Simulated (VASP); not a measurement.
Here is a VASP 6.6.1 calculation.

The input INCAR:

```
PREC = Accurate ; ENCUT = 520
EDIFF = 1E-7 ; ISMEAR = 0
SIGMA = 0.15 ; LREAL = F
LASPH = T ; NELM = 80
ALGO = Fast ; ISIF = 2
LWAVE = F ; LCHARG = F
NBANDS = 11
```

KPOINTS

```
regular mesh
0
Gamma
  16 16 16
```

POSCAR

```
Ca
1.0
    0.0000000000      2.6294428719      3.1553314463
    2.6294428719      0.0000000000      3.1553314463
    2.6294428719      2.6294428719      0.0000000000
Ca
1
Direct
    0.0000000000      0.0000000000      0.0000000000
```

Potentials or basis: VASP PAW LDA potentials, release 64 (Ca_sv).

Launch:

```sh
$ cat potpaw_LDA.64/Ca_sv/POTCAR > POTCAR
$ mpirun -np 1 vasp_std > vasp.out
```

(1) What does it give for the pressure?

(2) What does it give for the band gap on the k mesh?

Results:

(1) -2.1 GPa.

(2) zero (band 5 reaches 1.85 eV, above the bottom of band 6 at 1.58 eV).
